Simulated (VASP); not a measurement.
# BN (I-4m2) in VASP: notebook

The runs below take BN through G0W0 quasiparticle levels, with PBE.

All numbers are computed with VASP 6.6.1; they aren't measurements. Logs are shortened: lines on timing, memory, paths and dates and some standing lists are left out, and cuts for length are marked.

## Step 1: The cell of the first run

Symmetry: I-4m2, No. 119, tetragonal system. The conventional cell has a = 2.527 Å, b = 2.527 Å, c = 3.625 Å, α = 90.00°, β = 90.00°, γ = 90.00°. Within 2.1 Å of B (site symmetry -4m2) lie 4 N at 1.55 Å. Within 2.1 Å of N (site symmetry -4m2) lie 4 B at 1.55 Å.

## Step 2: G0W0 quasiparticle levels, PBE

POSCAR reads:

```
BN
1.0
    0.0000000000      1.7867772104      1.8125564011
    1.7867772104      0.0000000000      1.8125564011
    1.7867772104      1.7867772104      0.0000000000
B N
1 1
Direct
    0.0000000000      0.0000000000      0.0000000000
    0.2500000000      0.2500000000      0.2500000000
```

INCAR.step1 reads:

```
SYSTEM = BN
  ALGO = Normal
  EDIFF = 1E-8
  ENCUT = 500
  GGA = PE
  ISMEAR = 0
  LASPH = .True.
  LCHARG = .False.
  LREAL = .False.
  LWAVE = .True.
  NELM = 100
  PREC = Accurate
  SIGMA = 0.01
```

INCAR.step2 reads:

```
SYSTEM = BN
  ALGO = Exact
  EDIFF = 1E-8
  ENCUT = 500
  GGA = PE
  ISMEAR = 0
  ISTART = 1
  LASPH = .True.
  LCHARG = .False.
  LOPTICS = .True.
  LREAL = .False.
  LWAVE = .True.
  NBANDS = 52
  NELM = 1
  PREC = Accurate
  SIGMA = 0.01
```

INCAR.step3 reads:

```
SYSTEM = BN
  ALGO = EVGW0
  EDIFF = 1E-8
  ENCUT = 500
  ENCUTGW = 150.0
  GGA = PE
  ISMEAR = 0
  ISTART = 1
  LASPH = .True.
  LCHARG = .False.
  LREAL = .False.
  LWAVE = .False.
  NBANDS = 52
  NBANDSGW = 12
  NELMGW = 1
  NOMEGA = 96
  OMEGAMAX = 30
  PREC = Accurate
  PRECFOCK = Fast
  SIGMA = 0.01
```

KPOINTS reads:

```
k-points
0
Gamma
  6 6 6
  0 0 0
```

Potentials or basis: VASP PAW PBE potentials, release 64 (B_GW, N_GW).

The run is started by

```sh
> cat potpaw_PBE.64/B_GW/POTCAR potpaw_PBE.64/N_GW/POTCAR > POTCAR
> cp INCAR.step1 INCAR
> mpirun -np 1 vasp_std > vasp.out
> cp INCAR.step2 INCAR
> mpirun -np 1 vasp_std > vasp.out
> cp INCAR.step3 INCAR
> mpirun -np 1 vasp_std > vasp.out
```

OUTCAR:

```text
SYSTEM = BN
   EDIFF = 1E-8
   ENCUT = 500
   ENCUTGW = 150.0
   GGA = PE
   ISMEAR = 0
   ISTART = 1
   LASPH = .True.
   LREAL = .False.
   NELMGW = 1
   PREC = Accurate
   PRECFOCK = Fast

 ion  position               nearest neighbor table
   1  0.000  0.000  0.000-   2 1.55   2 1.55   2 1.55   2 1.55
   2  0.250  0.250  0.250-   1 1.55   1 1.55   1 1.55   1 1.55

  LATTYP: Found a body centered tetragonal cell.
 ALAT       =     2.5268845639
 C/A-ratio  =     1.4346174946

  Lattice vectors:

 A1 = (  -1.7867772104,   0.0000000000,   1.8125564011)
 A2 = (   1.7867772104,   0.0000000000,   1.8125564011)
 A3 = (   0.0000000000,   1.7867772104,  -1.8125564011)

Analysis of symmetry for initial positions (statically):
=====================================================================
 Subroutine PRICEL returns:
 Original cell was already a primitive cell.

 Routine SETGRP: Setting up the symmetry group for a
 body centered tetragonal supercell.

 Subroutine GETGRP returns: Found  8 space group operations
 (whereof  8 operations were pure point group operations)
 out of a pool of 16 trial point group operations.

The static configuration has the point symmetry D_2d.

Analysis of symmetry for dynamics (positions and initial velocities):
=====================================================================
 Subroutine PRICEL returns:
 Original cell was already a primitive cell.

 Routine SETGRP: Setting up the symmetry group for a
 body centered tetragonal supercell.

 Subroutine GETGRP returns: Found  8 space group operations
 (whereof  8 operations were pure point group operations)
 out of a pool of 16 trial point group operations.

The dynamic configuration has the point symmetry D_2d.

 Subroutine INISYM returns: Found  8 space group operations
 (whereof  8 operations are pure point group operations),
 and found     1 'primitive' translations

----------------------------------------------------------------------------------------

                                     Primitive cell

  volume of cell :      11.5734

  direct lattice vectors                    reciprocal lattice vectors
     0.000000000  1.786777210  1.812556401    -0.279833433  0.279833433  0.275853485
     1.786777210  0.000000000  1.812556401     0.279833433 -0.279833433  0.275853485
     1.786777210  1.786777210  0.000000000     0.279833433  0.279833433 -0.275853485

  length of vectors
     2.545178482  2.545178482  2.526884564     0.482398844  0.482398844  0.482398844

  position of ions in fractional coordinates (direct lattice)
     0.000000000  0.000000000  0.000000000
     0.250000000  0.250000000  0.250000000

  ion indices of the primitive-cell ions
   primitive index   ion index
                 1           1
                 2           2

----------------------------------------------------------------------------------------

 KPOINTS: k-points

Automatic generation of k-mesh.
 Grid dimensions read from file:
 generate k-points for:    6    6    6

 Generating k-lattice:

  Cartesian coordinates                     Fractional coordinates (reciprocal lattice)
    -0.046638905  0.046638905  0.045975581     0.166666667  0.000000000  0.000000000
     0.046638905 -0.046638905  0.045975581     0.000000000  0.166666667  0.000000000
     0.046638905  0.046638905 -0.045975581     0.000000000  0.000000000  0.166666667

  Length of vectors
     0.080399807  0.080399807  0.080399807

  Shift w.r.t. Gamma in fractional coordinates (k-lattice)
     0.000000000  0.000000000  0.000000000

 Subroutine IBZKPT returns following result:
 ===========================================

 Found     30 irreducible k-points:

 Following reciprocal coordinates:
            Coordinates               Weight
  0.000000  0.000000  0.000000      1.000000
  0.166667  0.000000  0.000000      8.000000
  0.333333  0.000000  0.000000      8.000000
  0.500000  0.000000  0.000000      4.000000
  0.166667  0.166667  0.000000      2.000000
  0.333333  0.166667  0.000000      8.000000
[... 16 lines left out ...]
  0.333333  0.000000  0.333333      4.000000
  0.500000  0.000000  0.333333     16.000000
 [... further k-points ...]
   k-points           NKPTS =     30   k-points in BZ     NKDIM =    216   number of bands    NBANDS=     52
   number of dos      NEDOS =    301   number of ions     NIONS =      2
   total plane-waves  NPLWV =   7200
   dimension x,y,z NGX =    20 NGY =   20 NGZ =   18
   dimension x,y,z NGXF=    40 NGYF=   40 NGZF=   36
   ions per type =               1   1
   NGX,Y,Z   is equivalent  to a cutoff of  13.06, 13.06, 11.84 a.u.
   NGXF,Y,Z  is equivalent  to a cutoff of  26.13, 26.13, 23.68 a.u.
 SYSTEM =  BN
   PREC   = accura    normal or accurate (medium, high low for compatibility)
   ISTART =      1    job   : 0-new  1-cont  2-samecut
   ICHARG =      0    charge: 1-file 2-atom 10-const
   ISPIN  =      1    spin polarized calculation?
   LNONCOLLINEAR =      F non collinear calculations
   LSORBIT =      F    spin-orbit coupling
   LASPH  =      T    aspherical Exc in radial PAW
   ENCUT  =  500.0 eV  36.75 Ry    6.06 a.u.   4.64  4.64  4.61*2*pi/ulx,y,z
   NELM   =     60;   NELMIN=  2; NELMDL=  0     # of ELM steps
   EDIFF  = 0.1E-07   stopping-criterion for ELM
   LREAL  =      F    real-space projection
   EDIFFG = 0.1E-06   stopping-criterion for IOM
   NSW    =      0    number of steps for IOM
   IBRION =     -1    ionic relax: 0-MD 1-quasi-New 2-CG
   NFREE  =      0    steps in history (QN), initial steepest desc. (CG)
   ISIF   =      0    stress and relaxation
   ISYM   =      3    0-nonsym 1-usesym 2-fastsym
   POTIM  = 0.5000    time-step for ionic-motion
   TEBEG  =    0.0;   TEEND  =   0.0 temperature during run
   PSTRESS=    0.0 pullay stress
   NELECT =       8.0000    total number of electrons
   NUPDOWN=      -1.0000    fix difference up-down
   EMIN   =  10.00;   EMAX   =-10.00  energy-range for DOS
   EFERMI =   0.00;   METHOD = LEGACY
   ISMEAR =     0;   SIGMA  =   0.01  broadening in eV -4-tet -1-fermi 0-gaus
   EFERMI_NEDOS =   21; number of points for ismear=-14 and -15
   IALGO  =     38    algorithm
   IMIX   =      4    mixing-type and parameters
     AMIX     =   0.40;   BMIX     =  1.00
     AMIX_MAG =   1.60;   BMIX_MAG =  1.00
  volume/ion in A,a.u.               =       5.79        39.05
  Fermi-wavevector in a.u.,A,eV,Ry     =   1.447496  2.735371 28.507536  2.095245
  Thomas-Fermi vector in A             =   2.565444
   LORBIT       =      0    0 simple, 1 ext, 2 COOP (PROOUT), +10 PAW based schemes
   GGA     = PE    functional components
   LHFCALC =     T    Hartree Fock is set to
   PRECFOCK=fast      Normal, Fast or Accurate (Low or Medium for compatibility)
   ENCUT4O =  -1.0   cutoff for four orbital integrals eV
   NKREDX  =     1    reduce k-point grid by
   NKREDY  =     1    reduce k-point grid by
   NKREDZ  =     1    reduce k-point grid by
   AEXX    =    1.0000 exact exchange contribution
   HFSCREEN=    0.0000 screening length (either q_TF or 0.3 A-1)
   HFSCREENC=   0.0000 screening length for correlation (either q_TF or 0.3 A-1)
   ENCUTFOCK=  -1.0 apply spherical cutoff to Coloumb kernel
   IVDW    =     0    specifies the selected vdW correction
   LEPSILON=     F    determine dielectric tensor
   LRPA    =     F    only Hartree local field effects (RPA)
   LRPAFORCE           =     F    calculate RPA forces
   ENCUTGW             = 150.0    cutoff for response function in eV
   ENCUTGWSOFT         = 120.0    soft cutoff for Coulomb kernel in GW response function in eV
   ENCUTLF             =  -1.0    cutoff for local field effects
   NELMGW              =     1    number of iterations in solving QP/BSE equation
   NELMHF              =     1    number of iterations in the inner HF iteration
   NKREDLFX            =     1    NKREDLFY  =   1   NKREDLFZ  =   1
 non-spin polarized calculation
 Gauss-broadening in eV      SIGMA  =   0.01
  energy-cutoff  :      500.00
  volume of cell :       11.57
 maximum number of plane-waves:       304
 NGX is ok and might be reduce to    20
  NGX = 12; NGY = 12; NGZ = 12
   NGX =  9   NGY =  9   NGZ =  9
 maximum number of plane-waves:        59

 QP shifts <psi_nk| G(iteration)W_0 |psi_nk>: iteration 1
 for sc-GW calculations column KS-energies equals QP-energies in previous step
 and V_xc(KS)=  KS-energies - (<T + V_ion + V_H > + <T+V_H+V_ion>^1  + <V_x>^1)

 k-point   1 :       0.0000    0.0000    0.0000
  band No.  KS-energies  QP-energies   sigma(KS)   V_xc(KS)     V^pw_x(r,r')   Z            occupation Imag(sigma)

      1     -12.7501     -14.6894     -18.0069     -15.5338     -26.5977       0.7842       2.0000       1.3748
      2       7.6169       6.8572     -19.2533     -18.3343     -21.9650       0.8266       2.0000       0.0448
      3       7.7639       7.0116     -19.2722     -18.3620     -21.9852       0.8265       2.0000       0.0448
      4       7.7639       7.0116     -19.2722     -18.3620     -21.9852       0.8265       2.0000       0.0448
      5      16.6001      17.9765     -12.1987     -13.8451      -7.0499       0.8360       0.0000      -0.0638
      6      16.6001      17.9765     -12.1987     -13.8451      -7.0499       0.8360       0.0000      -0.0638
      7      16.7026      18.0833     -12.2372     -13.8874      -7.0864       0.8367       0.0000      -0.0635
      8      18.3925      19.6102     -13.9968     -15.4858      -8.3689       0.8178       0.0000      -0.0798
      9      32.8456      33.3338     -10.9018     -11.5199      -3.3289       0.7899       0.0000      -0.5036
     10      35.3376      36.5783     -11.9102     -13.3873      -5.5235       0.8399       0.0000      -0.4912
     11      35.8553      36.4709     -10.3898     -11.1302      -3.0949       0.8315       0.0000      -0.8691
     12      36.1185      37.3736     -11.9429     -13.4410      -5.4872       0.8378       0.0000      -0.5365

 k-point   2 :       0.1667    0.0000    0.0000
  band No.  KS-energies  QP-energies   sigma(KS)   V_xc(KS)     V^pw_x(r,r')   Z            occupation Imag(sigma)
[... 353 lines left out ...]
      1      -7.5697      -9.0878     -19.0311     -17.0020     -26.6076       0.7481       2.0000       0.6341
      2      -0.4939      -2.0481     -17.7265     -15.7464     -22.3627       0.7849       2.0000       0.1136
      3       1.6622       0.3109     -17.4583     -15.7776     -21.2862       0.8040       2.0000       0.0785
      4       3.2410       2.0446     -18.0143     -16.5392     -21.5669       0.8111       2.0000       0.0657
      5      13.9189      14.7938     -12.0767     -13.1121      -7.4143       0.8451       0.0000      -0.0568
      6      18.8796      19.9630     -12.1413     -13.4373      -6.8071       0.8359       0.0000      -0.0706
      7      24.0727      25.8332     -13.6080     -15.8491      -6.6690       0.7855       0.0000      -0.1465
      8      24.4848      26.2324     -13.7188     -15.9532      -6.6928       0.7821       0.0000      -0.1544
      9      28.1442      29.7067     -13.9614     -15.9760      -6.5879       0.7756       0.0000      -0.2522
     10      34.8142      36.2085     -12.0621     -13.8126      -3.9610       0.7965       0.0000      -0.7646
     11      38.2165      39.3598     -11.6007     -12.9881      -4.3352       0.8241       0.0000      -0.8272
     12      42.7779      43.7889     -10.9845     -12.2084      -3.2388       0.8261       0.0000      -1.1262

 [... further k-points ...]
```

Run time: 1.9 min. Hardware: 1 thread of Intel Xeon 6975P-C (Granite Rapids), shared host; peak memory 0.25 GiB.

What came out:

| Property | Result |
| --- | --- |
| Quasiparticle gap | 5.83 eV |
| Least direct quasiparticle gap | 10.96 eV |
| Band gap of the starting levels on the mesh | 4.35 eV |
| Least direct gap of the starting levels on the mesh | 8.84 eV |

Caveat: the k points lie up to 0.51 Å⁻¹ apart; the cutoff is under 1.25 times the usual one of these potentials, so pressure, stress and relaxed cells hold a basis-set (Pulay) error; bands, screening cutoff and mesh are small and nothing is extrapolated, so the quasiparticle values aren't converged.

## Step 3: G0W0 quasiparticle levels, PBE

This run uses another cell than the first one, of 5.60 Å³/atom.

POSCAR reads:

```
BN
1.0
    0.0000000000      1.7506807011      1.8276884058
    1.7506807011      0.0000000000      1.8276884058
    1.7506807011      1.7506807011      0.0000000000
B N
1 1
Direct
    0.0000000000      0.0000000000      0.0000000000
    0.2500000000      0.2500000000      0.2500000000
```

INCAR.step1 reads:

```
SYSTEM = BN
  ALGO = Normal
  EDIFF = 1E-8
  ENCUT = 500
  GGA = PE
  ISMEAR = 0
  LASPH = .TRUE.
  LCHARG = .FALSE.
  LREAL = .FALSE.
  LWAVE = .TRUE.
  NELM = 60
  PREC = Accurate
  SIGMA = 0.01
```

INCAR.step2 reads:

```
SYSTEM = BN
  ALGO = Exact
  EDIFF = 1E-8
  ENCUT = 500
  GGA = PE
  ISMEAR = 0
  ISTART = 1
  LASPH = .TRUE.
  LCHARG = .FALSE.
  LOPTICS = .TRUE.
  LREAL = .FALSE.
  LWAVE = .TRUE.
  NBANDS = 50
  NELM = 1
  PREC = Accurate
  SIGMA = 0.01
```

INCAR.step3: that of step 2 with these lines changed.

```diff
@@ -8,7 +8,7 @@
   ISTART = 1
-  LASPH = .True.
-  LCHARG = .False.
-  LREAL = .False.
-  LWAVE = .False.
-  NBANDS = 52
+  LASPH = .TRUE.
+  LCHARG = .FALSE.
+  LREAL = .FALSE.
+  LWAVE = .FALSE.
+  NBANDS = 50
   NBANDSGW = 12
```

KPOINTS reads:

```
k-points
0
G
  6 6 6
  0 0 0
```

Potentials or basis: VASP PAW PBE potentials, release 64 (B_GW, N_GW).

The run is started by

```sh
> cat potpaw_PBE.64/B_GW/POTCAR potpaw_PBE.64/N_GW/POTCAR > POTCAR
> cp INCAR.step1 INCAR
> mpirun -np 1 vasp_std > vasp.out
> cp INCAR.step2 INCAR
> mpirun -np 1 vasp_std > vasp.out
> cp INCAR.step3 INCAR
> mpirun -np 1 vasp_std > vasp.out
```

OUTCAR:

```text
SYSTEM = BN
   EDIFF = 1E-8
   ENCUT = 500
   ENCUTGW = 150.0
   GGA = PE
   ISMEAR = 0
   ISTART = 1
   LASPH = .TRUE.
   LREAL = .FALSE.
   NELMGW = 1
   PREC = Accurate
   PRECFOCK = Fast

 ion  position               nearest neighbor table
   1  0.000  0.000  0.000-   2 1.54   2 1.54   2 1.54   2 1.54
   2  0.250  0.250  0.250-   1 1.54   1 1.54   1 1.54   1 1.54

  LATTYP: Found a body centered tetragonal cell.
 ALAT       =     2.4758363909
 C/A-ratio  =     1.4764209885

  Lattice vectors:

 A1 = (  -1.7506807011,   0.0000000000,   1.8276884058)
 A2 = (   1.7506807011,   0.0000000000,   1.8276884058)
 A3 = (   0.0000000000,   1.7506807011,  -1.8276884058)

Analysis of symmetry for initial positions (statically):
=====================================================================
 Subroutine PRICEL returns:
[... 166 lines left out ...]
   NELMGW              =     1    number of iterations in solving QP/BSE equation
   NELMHF              =     1    number of iterations in the inner HF iteration
   NKREDLFX            =     1    NKREDLFY  =   1   NKREDLFZ  =   1
 non-spin polarized calculation
 Gauss-broadening in eV      SIGMA  =   0.01
  energy-cutoff  :      500.00
  volume of cell :       11.20
 maximum number of plane-waves:       297
  NGX = 12; NGY = 12; NGZ = 12
   NGX =  9   NGY =  9   NGZ =  9
 maximum number of plane-waves:        59

 QP shifts <psi_nk| G(iteration)W_0 |psi_nk>: iteration 1
 for sc-GW calculations column KS-energies equals QP-energies in previous step
 and V_xc(KS)=  KS-energies - (<T + V_ion + V_H > + <T+V_H+V_ion>^1  + <V_x>^1)

 k-point   1 :       0.0000    0.0000    0.0000
  band No.  KS-energies  QP-energies   sigma(KS)   V_xc(KS)     V^pw_x(r,r')   Z            occupation Imag(sigma)

      1     -12.7134     -14.6596     -18.1091     -15.6099     -26.7628       0.7788       2.0000       1.3673
      2       7.8160       7.0457     -19.3315     -18.4024     -22.0781       0.8291       2.0000       0.0444
      3       8.2893       7.5444     -19.3880     -18.4886     -22.1375       0.8282       2.0000       0.0448
      4       8.2893       7.5444     -19.3880     -18.4886     -22.1375       0.8282       2.0000       0.0448
      5      17.1188      18.5238     -12.2619     -13.9382      -7.1135       0.8381       0.0000      -0.0630
      6      17.1188      18.5238     -12.2619     -13.9382      -7.1135       0.8381       0.0000      -0.0630
      7      17.4308      18.8457     -12.3767     -14.0634      -7.2216       0.8389       0.0000      -0.0631
      8      19.3374      20.5810     -14.0612     -15.5802      -8.3513       0.8187       0.0000      -0.0813
      9      33.8978      34.4238     -10.9813     -11.6466      -3.3613       0.7906       0.0000      -0.5091
     10      35.1816      36.4195     -11.9355     -13.4134      -5.6002       0.8377       0.0000      -0.4301
     11      35.7106      36.3329     -10.4482     -11.1979      -3.1890       0.8300       0.0000      -0.7850
     12      37.7339      39.0412     -12.0786     -13.6426      -5.5318       0.8359       0.0000      -0.5770
[... 356 lines left out ...]
      1      -7.2664      -8.8071     -19.1423     -17.0824     -26.7175       0.7479       2.0000       0.6071
      2      -0.2085      -1.7667     -17.8424     -15.8627     -22.5092       0.7871       2.0000       0.1129
      3       1.9037       0.5359     -17.6378     -15.9390     -21.5362       0.8052       2.0000       0.0784
      4       3.3877       2.1740     -18.1164     -16.6232     -21.7332       0.8128       2.0000       0.0653
      5      14.2539      15.1435     -12.1730     -13.2225      -7.5178       0.8477       0.0000      -0.0559
      6      19.2992      20.3891     -12.1535     -13.4528      -6.8324       0.8388       0.0000      -0.0692
      7      24.5137      26.2778     -13.5973     -15.8316      -6.7186       0.7895       0.0000      -0.1410
      8      25.7377      27.5604     -13.8394     -16.1680      -6.7107       0.7828       0.0000      -0.1625
      9      29.2280      30.8381     -14.0659     -16.1374      -6.6304       0.7773       0.0000      -0.2641
     10      35.8855      37.3269     -12.1416     -13.9484      -4.0175       0.7978       0.0000      -0.7724
     11      39.0655      40.2550     -11.7560     -13.1982      -4.4273       0.8248       0.0000      -0.8177
     12      43.8882      44.9669     -11.1342     -12.4411      -3.3114       0.8254       0.0000      -1.1420

 [... further k-points ...]
```

Wall time 49 s (1 thread of Intel Xeon 6975P-C (Granite Rapids), shared host); peak memory 0.24 GiB.

What came out:

* Quasiparticle gap: 5.59 eV
* Least direct quasiparticle gap: 10.98 eV
* Band gap of the starting levels on the mesh: 4.11 eV
* Least direct gap of the starting levels on the mesh: 8.83 eV

Caveat: the k points lie up to 0.51 Å⁻¹ apart; the cutoff is under 1.25 times the usual one of these potentials, so pressure, stress and relaxed cells hold a basis-set (Pulay) error; bands, screening cutoff and mesh are small and nothing is extrapolated, so the quasiparticle values aren't converged.

(Part 1 of 2 ends here.)
